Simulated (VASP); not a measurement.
MoS2:

```
CELL_PARAMETERS angstrom
1.58759 0.91660 6.19394
-1.58759 0.91660 6.19394
0.00000 -1.83319 6.19394
ATOMIC_POSITIONS crystal
Mo 0.99999 0.99999 0.99999
S 0.41700 0.41700 0.41700
S 0.24968 0.24968 0.24968
```

Base run:

| Quantity | Value |
| --- | --- |
| Program | VASP 6.6.1 |
| Functional | r2SCAN |
| Potentials or basis | VASP PAW PBE potentials, release 64 (Mo_sv, S) |
| Cutoff | 520 eV |
| k mesh | 6 × 6 × 6, shifted |
| Occupations | gaussian, width 0.01 eV |
| Spin | no spin polarisation |

Its results: band gap on the k mesh 1.08 eV (least direct gap 1.80 eV); pressure 1.2 GPa; largest force 0.047 eV/Å.

Q: The run is repeated on the same cell with these changes: k mesh from 6 × 6 × 6, shifted to 2 × 2 × 2, through Γ. What comes out?

A: Band gap on the k mesh 1.46 eV (least direct gap 2.19 eV); pressure 3.8 GPa; largest force 0.305 eV/Å.

Caveats: some runs use coarse meshes; the PAW data sets were made with another functional, which shifts forces and pressure a little; a shifted mesh leaves out Γ, where band edges can lie (at least some runs).

A k mesh can miss the band edges.
